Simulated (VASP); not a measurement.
Ga3BAs2, 6 atoms in the cell. The structure is hexagonal, space group P6/mmm (No. 191). Conventional cell: a = 6.538 Å, b = 6.538 Å, c = 3.681 Å, α = 90.00°, β = 90.00°, γ = 120.00°. Ga (site symmetry mmm) has 4 As at 2.64 Å and 4 Ga at 3.27 Å within 3.5 Å. Within 4.8 Å of B (site symmetry 6/mmm) lie 2 B at 3.68 Å and 12 Ga at 3.75 Å and 6 As at 3.77 Å. As (site symmetry -6m2) has 6 Ga at 2.64 Å within 3.5 Å. The cell was generated, and may not be a known phase.

* Program: VASP 6.6.1
* Task: single point
* Functional: PBE
* Potentials or basis: VASP PAW PBE potentials, release 64 (Ga_d, B, As)
* Cutoff: 520 eV
* k mesh: 3 × 3 × 6
* Occupations: gaussian, width 0.1 eV
* Spin: no spin polarisation
* Dipole correction: no
* Further INCAR settings: ALGO = Normal; EDIFF = 1e-06; NBANDS = 35

Potentials or basis: VASP PAW PBE potentials, release 64 (Ga_d, B, As).

Launch:

```bash
$ cat potpaw_PBE.64/Ga_d/POTCAR potpaw_PBE.64/B/POTCAR potpaw_PBE.64/As/POTCAR > POTCAR
$ mpirun -np 1 vasp_std > vasp.out
```

Hardware: 1 thread of Intel(R) Xeon(R) Platinum 8259CL CPU @ 2.50GHz (Skylake/Cascade Lake) (shared host).

Estimate the wall time of this run.

It took 55 s on 1 thread of Intel(R) Xeon(R) Platinum 8259CL CPU @ 2.50GHz (Skylake/Cascade Lake), with other jobs on the host, peak memory 0.27 GiB. Counts: scf iterations 13, k points 12.
